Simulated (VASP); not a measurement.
## Mg4Se3O: single point with PBE

Mg4Se3O:

```
CELL_PARAMETERS angstrom
-2.89550 2.89550 5.60350
2.89550 -2.89550 5.60350
2.89550 2.89550 -5.60350
ATOMIC_POSITIONS crystal
O 0.00000 0.00000 0.00000
Mg 0.68387 0.68387 0.58332
Mg 0.89945 0.31613 0.00000
Mg 0.10055 0.10055 0.41668
Mg 0.31613 0.89945 0.00000
Se 0.25000 0.75000 0.50000
Se 0.50000 0.50000 0.00000
Se 0.75000 0.25000 0.50000
```

```
Program                : VASP 6.6.1
Task                   : single point
Functional             : PBE
Potentials or basis    : VASP PAW PBE potentials, release 64 (O, Mg, Se)
Cutoff                 : 520 eV
k mesh                 : 6 × 6 × 6
Occupations            : gaussian, width 0.01 eV
Spin                   : no spin polarisation
Dipole correction      : no
Further INCAR settings : ALGO = Normal; EDIFF = 1e-07; NBANDS = 26
```

```json
{
 "Pressure": "-3.0 GPa",
 "Largest force": "0.021 eV/Å",
 "Band gap on the k mesh": "1.45 eV (least direct gap 1.49 eV)"
}
```

Forces in eV/Å, atoms in the order of the input:
```
O    0.000  0.000  0.000
Mg   0.007  0.007 -0.019
Mg  -0.007  0.007  0.019
Mg  -0.007 -0.007 -0.019
Mg   0.007 -0.007  0.019
Se   0.000  0.000  0.000
Se   0.000  0.000  0.000
Se   0.000  0.000  0.000
```

Stress tensor (GPa, compression positive):
```
-3.06  0.00  0.00
 0.00 -3.06  0.00
 0.00  0.00 -2.95
```

Levels at points of the mesh, in eV from the valence-band top:
| k point | band 14 | band 15 | band 16 | band 17 | band 18 | band 19 |
| --- | --- | --- | --- | --- | --- | --- |
| (0.00, 0.00, 0.00) | -0.25 | -0.25 | -0.04 | 1.45 | 3.48 | 4.64 |
| (0.50, 0.00, 0.00) | -0.82 | -0.78 | -0.01 | 3.74 | 4.05 | 5.15 |
| (0.50, 0.50, 0.00) | -0.24 | -0.23 | -0.19 | 2.99 | 4.73 | 4.91 |
| (0.50, 0.50, 0.50) | -0.86 | -0.47 | -0.47 | 2.94 | 3.15 | 4.13 |

Wall time 5.1 min on 1 thread of Intel(R) Xeon(R) Platinum 8488C (Sapphire Rapids) (shared host), peak memory 0.45 GiB.

Caveat: the cell stands under tension. A k mesh can miss the band edges.
